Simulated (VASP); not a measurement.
# KF in VASP: settings compared

Aim: see how the results for KF move with the level of theory and the settings. Levels: PBE, r2SCAN. Tasks: single point.

Everything below comes from runs of VASP 6.6.1. Logs are shortened: lines on timing, memory, paths and dates and some standing lists are left out, and cuts for length are marked.

### 1 The cell of the first run

It takes space group Pm-3m (No. 221, cubic). The conventional cell has a = 3.131 Å, b = 3.131 Å, c = 3.131 Å, α = 90.00°, β = 90.00°, γ = 90.00°. Within 3.6 Å of K (site symmetry m-3m) lie 8 F at 2.71 Å and 6 K at 3.13 Å. Within 3.6 Å of F (site symmetry m-3m) lie 8 K at 2.71 Å and 6 F at 3.13 Å.

### 2 Single point, PBE (strain -1.5%)

The input, INCAR:

```
SYSTEM = KF
PREC = Accurate
ENCUT = 520
EDIFF = 1E-6
ISMEAR = -1
SIGMA = 0.02
LREAL = .False.
LASPH = .True.
NELM = 100
ALGO = Normal
ISIF = 2
LWAVE = .False.
LCHARG = .False.
GGA = PE
NBANDS = 15
```

The input, KPOINTS:

```
Automatic mesh
0
Gamma
  8 8 8
  0 0 0
```

The input, POSCAR:

```
KF
1.0
    3.1305519070      0.0000000000      0.0000000000
    0.0000000000      3.1305519070      0.0000000000
    0.0000000000      0.0000000000      3.1305519070
K F
1 1
Direct
    0.0000000000      0.0000000000      0.0000000000
    0.5000000000      0.5000000000      0.5000000000
```

Potentials or basis: VASP PAW PBE potentials, release 64 (K_sv, F).

Launch:

```
$ cat potpaw_PBE.64/K_sv/POTCAR potpaw_PBE.64/F/POTCAR > POTCAR
$ mpirun -np 1 vasp_std > vasp.out
```

OUTCAR:

```text
SYSTEM = KF
   PREC = Accurate
   ENCUT = 520
   EDIFF = 1E-6
   ISMEAR = -1
   LREAL = .False.
   LASPH = .True.
   NELM = 100
   ISIF = 2
   GGA = PE

 ion  position               nearest neighbor table
   1  0.000  0.000  0.000-   2 2.71   2 2.71   2 2.71   2 2.71   2 2.71   2 2.71   2 2.71   2 2.71

   2  0.500  0.500  0.500-   1 2.71   1 2.71   1 2.71   1 2.71   1 2.71   1 2.71   1 2.71   1 2.71

  LATTYP: Found a simple cubic cell.
 ALAT       =     3.1305519070

  Lattice vectors:

 A1 = (   3.1305519070,   0.0000000000,   0.0000000000)
 A2 = (   0.0000000000,   3.1305519070,   0.0000000000)
 A3 = (   0.0000000000,   0.0000000000,   3.1305519070)

Analysis of symmetry for initial positions (statically):
=====================================================================
 Subroutine PRICEL returns:
 Original cell was already a primitive cell.

 Routine SETGRP: Setting up the symmetry group for a
 simple cubic supercell.

 Subroutine GETGRP returns: Found 48 space group operations
[... 9 lines left out ...]

 Routine SETGRP: Setting up the symmetry group for a
 simple cubic supercell.

 Subroutine GETGRP returns: Found 48 space group operations
 (whereof 48 operations were pure point group operations)
 out of a pool of 48 trial point group operations.

The dynamic configuration has the point symmetry O_h .

 Subroutine INISYM returns: Found 48 space group operations
 (whereof 48 operations are pure point group operations),
 and found     1 'primitive' translations

----------------------------------------------------------------------------------------

                                     Primitive cell

  volume of cell :      30.6805

  direct lattice vectors                    reciprocal lattice vectors
     3.130551907  0.000000000  0.000000000     0.319432493  0.000000000  0.000000000
     0.000000000  3.130551907  0.000000000     0.000000000  0.319432493  0.000000000
     0.000000000  0.000000000  3.130551907     0.000000000  0.000000000  0.319432493

  length of vectors
     3.130551907  3.130551907  3.130551907     0.319432493  0.319432493  0.319432493

  position of ions in fractional coordinates (direct lattice)
     0.000000000  0.000000000  0.000000000
     0.500000000  0.500000000  0.500000000

  ion indices of the primitive-cell ions
   primitive index   ion index
                 1           1
                 2           2

[... 75 lines left out ...]
   IBRION =     -1    ionic relax: 0-MD 1-quasi-New 2-CG
   NFREE  =      0    steps in history (QN), initial steepest desc. (CG)
   ISIF   =      2    stress and relaxation
   ISYM   =      2    0-nonsym 1-usesym 2-fastsym
   POTIM  = 0.5000    time-step for ionic-motion
   TEBEG  =    0.0;   TEEND  =   0.0 temperature during run
   PSTRESS=    0.0 pullay stress
   NELECT =      16.0000    total number of electrons
   NUPDOWN=      -1.0000    fix difference up-down
   EMIN   =  10.00;   EMAX   =-10.00  energy-range for DOS
   EFERMI =   0.00;   METHOD = LEGACY
   ISMEAR =    -1;   SIGMA  =   0.02  broadening in eV -4-tet -1-fermi 0-gaus
   EFERMI_NEDOS =   21; number of points for ismear=-14 and -15
   IALGO  =     38    algorithm
   IMIX   =      4    mixing-type and parameters
     AMIX     =   0.40;   BMIX     =  1.00
     AMIX_MAG =   1.60;   BMIX_MAG =  1.00
  volume/ion in A,a.u.               =      15.34       103.52
  Fermi-wavevector in a.u.,A,eV,Ry     =   1.317732  2.490153 23.625413  1.736419
  Thomas-Fermi vector in A             =   2.447753
   LORBIT       =      0    0 simple, 1 ext, 2 COOP (PROOUT), +10 PAW based schemes
   GGA     = PE    functional components
   LHFCALC =     F    Hartree Fock is set to
   AEXX    =    0.0000 exact exchange contribution
   IVDW    =     0    specifies the selected vdW correction
   LEPSILON=     F    determine dielectric tensor
   LRPA    =     F    only Hartree local field effects (RPA)
 non-spin polarized calculation
  energy-cutoff  :      520.00
  volume of cell :       30.68
 maximum number of plane-waves:       840
 NGX is ok and might be reduce to    24
   NGX = 11   NGY = 11   NGZ = 11

 number of electron      15.9999995 magnetization

 Free energy of the ion-electron system (eV)
  ---------------------------------------------------
  ext. energy  EPLUGINS =         0.00000000
  ---------------------------------------------------
  free energy    TOTEN  =        -8.02851941 eV

  energy without entropy =       -8.02851941  energy(sigma->0) =       -8.02851941

 E-fermi :  -1.0821     XC(G=0):  -9.6241

 val. band max:       -1.6291161516   @ k =   0.5000   0.5000   0.0000
 cond. band min:       5.5330726876   @ k =   0.0000   0.0000   0.0000
 fundamental gap:      7.1621888392
 Fermi energy:        -1.0821191242

 k-point     1 :       0.0000    0.0000    0.0000
  band No.  band energies     occupation
      1     -28.3994      2.00000
      2     -20.6343      2.00000
      3     -11.2583      2.00000
      4     -11.2583      2.00000
      5     -11.2583      2.00000
      6      -1.6539      2.00000
      7      -1.6539      2.00000
      8      -1.6539      2.00000
      9       5.5331      0.00000
     10       6.7899      0.00000
     11       6.7899      0.00000
     12      12.9512      0.00000
     13      12.9512      0.00000
     14      12.9512      0.00000
[... 401 lines left out ...]
      2     -20.5528      2.00000
      3     -12.2434      2.00000
      4     -12.1062      2.00000
      5     -11.1675      2.00000
      6      -2.4188      2.00000
      7      -2.3026      2.00000
      8      -1.8266      2.00000
      9       7.7585      0.00000
     10       8.4267      0.00000
     11      10.4684      0.00000
     12      10.6829      0.00000
     13      12.3536      0.00000
     14      14.0585      0.00000
     15      15.8628      0.00000

 [... further k-points ...]
[... 5 lines left out ...]
  --------------------------------------------------------------------------------------
  -------------------------------------------------------------------------------------
  Total        1.0382634      1.0382634      1.0382634      0.0000000      0.0000000      0.0000000
  in kB       54.2194870     54.2194870     54.2194870      0.0000000      0.0000000      0.0000000
  external PRESSURE =      54.2194870 kB  Pullay stress =       0.0000000 kB

 VOLUME and BASIS-vectors are now :
 -----------------------------------------------------------------------------
  energy-cutoff  :      520.00
  volume of cell :       30.68
      direct lattice vectors                 reciprocal lattice vectors
     3.130551907  0.000000000  0.000000000     0.319432493  0.000000000  0.000000000
     0.000000000  3.130551907  0.000000000     0.000000000  0.319432493  0.000000000
     0.000000000  0.000000000  3.130551907     0.000000000  0.000000000  0.319432493

 POSITION                                       TOTAL-FORCE (eV/Angst)
 -----------------------------------------------------------------------------------
      0.00000      0.00000      0.00000         0.000000      0.000000      0.000000
      1.56528      1.56528      1.56528         0.000000      0.000000      0.000000
 -----------------------------------------------------------------------------------
    total drift:                                0.000000      0.000000     -0.000000

  FREE ENERGIE OF THE ION-ELECTRON SYSTEM (eV)
  ---------------------------------------------------
  free  energy   TOTEN  =        -8.0285194052 eV

  energy  without entropy=       -8.0285194052  energy(sigma->0) =       -8.02851941
```

Run time: 4.8 s. Hardware: 1 thread of Intel Xeon 6975P-C (Granite Rapids), shared host; peak memory 0.13 GiB.

Results:

- Free energy: -8.0285 eV
- Pressure: 5.4 GPa
- Band gap on the k mesh: 7.16 eV, indirect (least direct gap 7.19 eV)

Levels at points of the mesh, in eV from the valence-band top:
```csv
k point,band 4,band 5,band 6,band 7,band 8,band 9,band 10,band 11,band 12,band 13
"(0.00, 0.00, 0.00)",-9.63,-9.63,-0.02,-0.02,-0.02,7.16,8.42,8.42,14.58,14.58
"(0.50, 0.00, 0.00)",-9.47,-9.47,-1.40,-0.20,-0.20,9.53,10.17,12.12,13.06,13.06
"(0.50, 0.50, 0.00)",-10.68,-9.36,-0.63,-0.63,0.00,8.79,9.40,12.36,12.36,15.70
"(0.50, 0.50, 0.50)",-10.38,-10.38,-1.26,-1.26,-1.26,11.01,11.01,11.01,16.53,16.54
```

Caveat: the cell differs from its parent crystal (strain -1.5%). A k mesh can miss the band edges.

### 3 Single point, r2SCAN (strain -1.5%)

POSCAR is that of step 2.

The input, INCAR.step1:

```
ALGO = Normal ; EDIFF = 1E-4
ENCUT = 520 ; GGA = PE
ISMEAR = 0 ; LASPH = True
LCHARG = False ; LREAL = False
LWAVE = True ; NBANDS = 15
NELM = 60 ; PREC = Accurate
SIGMA = 0.01
```

The input, INCAR.step2:

```
ALGO = Normal ; EDIFF = 1E-6
ENCUT = 520 ; ISIF = 2
ISMEAR = 0 ; ISTART = 1
LASPH = True ; LCHARG = True
LELF = True ; LMIXTAU = True
LREAL = False ; LVHAR = True
LWAVE = False ; METAGGA = R2SCAN
NBANDS = 15 ; NELM = 60
PREC = Accurate ; SIGMA = 0.01
```

The input, KPOINTS:

```
k-points
0
Gamma
  8 8 8
```

Potentials or basis: VASP PAW PBE potentials, release 64 (K_sv, F).

Launch:

```
$ cat potpaw_PBE.64/K_sv/POTCAR potpaw_PBE.64/F/POTCAR > POTCAR
$ cp INCAR.step1 INCAR
$ mpirun -np 1 vasp_std > vasp.out
$ cp INCAR.step2 INCAR
$ mpirun -np 1 vasp_std > vasp.out
```

Wall time 17 s (1 thread of Intel Xeon 6975P-C (Granite Rapids), shared host); peak memory 0.15 GiB.

It converged, with:

```yaml
Free_energy: -14.8477 eV
Pressure: 2.2 GPa
Band_gap_on_the_k_mesh: 8.12 eV, indirect (least direct gap 8.14 eV)
```

Levels at points of the mesh, in eV from the valence-band top:
| k point | band 6 | band 7 | band 8 | band 9 | band 10 | band 11 |
| --- | --- | --- | --- | --- | --- | --- |
| (0.00, 0.00, 0.00) | -0.02 | -0.02 | -0.02 | 8.12 | 9.14 | 9.14 |
| (0.50, 0.00, 0.00) | -1.36 | -0.20 | -0.20 | 10.27 | 11.06 | 13.17 |
| (0.50, 0.50, 0.00) | -0.63 | -0.63 | 0.00 | 9.61 | 10.23 | 13.25 |
| (0.50, 0.50, 0.50) | -1.24 | -1.24 | -1.24 | 11.87 | 11.87 | 11.87 |

Caveat: the cell differs from its parent crystal (strain -1.5%); the PAW data sets were made with another functional, which shifts forces and pressure a little. A k mesh can miss the band edges.

### 4 Single point, PBE (biaxial xy strain +1.5%)

The input, INCAR:

```
SYSTEM = KF
PREC = Accurate ; ENCUT = 520
EDIFF = 1E-7 ; ISMEAR = -1
SIGMA = 0.02 ; LREAL = .FALSE.
LASPH = .TRUE. ; NELM = 60
ALGO = Normal ; ISIF = 2
LWAVE = .FALSE. ; LCHARG = .TRUE.
GGA = PE ; LELF = .TRUE.
LVHAR = .TRUE. ; NBANDS = 15
```

The input, KPOINTS:

```
Automatic mesh
0
G
  8 8 8
  0 0 0
```

The input, POSCAR:

```
KF
1.0
    3.2265538034      0.0000000000      0.0000000000
    0.0000000000      3.2265538034      0.0000000000
    0.0000000000      0.0000000000      3.1788707423
K F
1 1
Direct
    0.0000000000      0.0000000000      0.0000000000
    0.5000000000      0.5000000000      0.5000000000
```

Launch:

```
$ cat potpaw_PBE.64/K_sv/POTCAR potpaw_PBE.64/F/POTCAR > POTCAR
$ mpirun -np 1 vasp_std > vasp.out
```

Wall time 8.7 s (1 thread of Intel Xeon 6975P-C (Granite Rapids), shared host); peak memory 0.15 GiB.

It converged, with:

```yaml
Free_energy: -8.0825 eV
Pressure: 1.7 GPa
Band_gap_on_the_k_mesh: 6.54 eV, indirect (least direct gap 6.58 eV)
```

Stress tensor (GPa, compression positive):
```
1.22 0.00 0.00
0.00 1.22 0.00
0.00 0.00 2.56
```

Levels at points of the mesh, in eV from the valence-band top:
```
           k point  band 4  band 5  band 6  band 7  band 8  band 9  band 10  band 11  band 12  band 13
(0.00, 0.00, 0.00)   -9.95   -9.90   -0.10   -0.10   -0.04    6.54     8.29     8.32    13.99    14.10
(0.50, 0.00, 0.00)   -9.82   -9.78   -1.32   -0.24   -0.17    9.31     9.58    11.25    12.61    12.70
(0.50, 0.50, 0.00)  -10.78   -9.70   -0.66   -0.66    0.00    8.64     9.05    12.12    12.12    14.63
(0.00, 0.00, 0.50)   -9.81   -9.81   -1.32   -0.23   -0.23    9.39     9.70    11.32    12.51    12.51
(0.50, 0.00, 0.50)  -10.76   -9.72   -0.67   -0.65   -0.05    8.51     9.12    11.90    12.01    14.75
(0.50, 0.50, 0.50)  -10.54  -10.54   -1.15   -1.14   -1.14   10.54    10.54    10.71    15.64    15.64
```

Caveat: the cell differs from its parent crystal (biaxial xy strain +1.5%).

### 5 The runs side by side

```csv
level,cell,smearing,gap on the mesh (eV),pressure (GPa)
PBE,"a = 3.131 Å, 2 atoms",fermi-dirac 0.02 eV,7.16,5.4
r2SCAN,"a = 3.131 Å, 2 atoms",gaussian 0.01 eV,8.12,2.2
PBE,"a = 3.227, b = 3.227, c = 3.179 Å, 2 atoms",fermi-dirac 0.02 eV,6.54,1.7
```

Alike in all rows: task single point; potentials or basis VASP PAW PBE potentials, release 64 (K_sv, F); no spin polarisation; k mesh 8 × 8 × 8; cutoff (eV) 520.

Caveats: the PAW data sets were made with another functional, which shifts forces and pressure a little (some runs).

Total energies depend on the potentials used, so only differences within one code and one set of settings carry meaning.
